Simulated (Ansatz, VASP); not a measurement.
# One calculation of CdO2, two programs

Contents of POSCAR:

```
CdO2
1.0
    3.4762300000      0.0000000000      0.0000000000
   -1.7381150000      3.0105030000      0.0000000000
    0.0000000000      0.0000000000      4.1480760000
Cd O
1 2
Direct
    0.0000000000      0.0000000000      0.0000000000
    0.6666666667      0.3333333333      0.7557810000
    0.3333333333      0.6666666667      0.2442190000
```

INCAR.step1

```
SYSTEM = CdO2
PREC = Accurate
ENCUT = 520
ISMEAR = 0
SIGMA = 0.02
LREAL = .False.
LASPH = .True.
NELM = 80
NBANDS = 19
GGA = PE
ALGO = Normal
EDIFF = 1E-4
LWAVE = .True.
LCHARG = .False.
```

Contents of INCAR.step2:

```
SYSTEM = CdO2
PREC = Accurate
ENCUT = 520
EDIFF = 1E-7
ISMEAR = 0
SIGMA = 0.02
LREAL = .False.
LASPH = .True.
NELM = 80
ALGO = Normal
ISIF = 2
LWAVE = .False.
LCHARG = .False.
METAGGA = R2SCAN
LMIXTAU = .True.
NBANDS = 19
ISTART = 1
```

The input KPOINTS:

```
regular mesh
0
Gamma
  10 10 7
  0 0 0
```

Input for Ansatz:

```yaml
crystal:
  lattice:
    - [3.47623, 0.0, 0.0]
    - [-1.738115, 3.010503, 0.0]
    - [0.0, 0.0, 4.148076]
  atoms:
    - { symbol: Cd, position: [0.0, 0.0, 0.0] }
    - { symbol: O, position: [0.6666666666666666, 0.3333333333333333, 0.755781] }
    - { symbol: O, position: [0.3333333333333333, 0.6666666666666666, 0.244219] }
basis:
  ecutwfc: 600.0
kpoints:
  mp_grid:
    grid: [10, 10, 7]
hamiltonian:
  xc: r2scan
scf:
  max_iter: 150
  mixing:
    algorithm: broyden
    beta: 0.6
    ndim: 8
  occupations:
    method: gaussian
    width: 0.02
output:
  stress: true
```

Alike in both runs: task single point; functional r2SCAN; k mesh 10 × 10 × 7; occupations gaussian, width 0.02 eV; no spin polarisation.

```csv
,VASP,Ansatz
version,VASP 6.6.1,Ansatz 0.2.0
potentials or method,"VASP PAW PBE potentials, release 64 (Cd, O), cutoff 520 eV","plane waves, PAW"
valence electrons in the cell,24,32
```

Ansatz gave:

* pressure (GPa): -9.9
* traceless stress, the component that is largest in VASP (GPa): 0.50

Task: Estimate VASP's values.

Result: Pressure (GPa): -8.5; traceless stress, the component that is largest in VASP (GPa): -0.19.

VASP's potentials were made for PBE, not for r2SCAN. The functional is the same, so the differences come from potentials, cutoffs and numerics. VASP's potentials hold 24 valence electrons a cell and Ansatz's 32, so a difference there can come from the potentials and not from the codes.
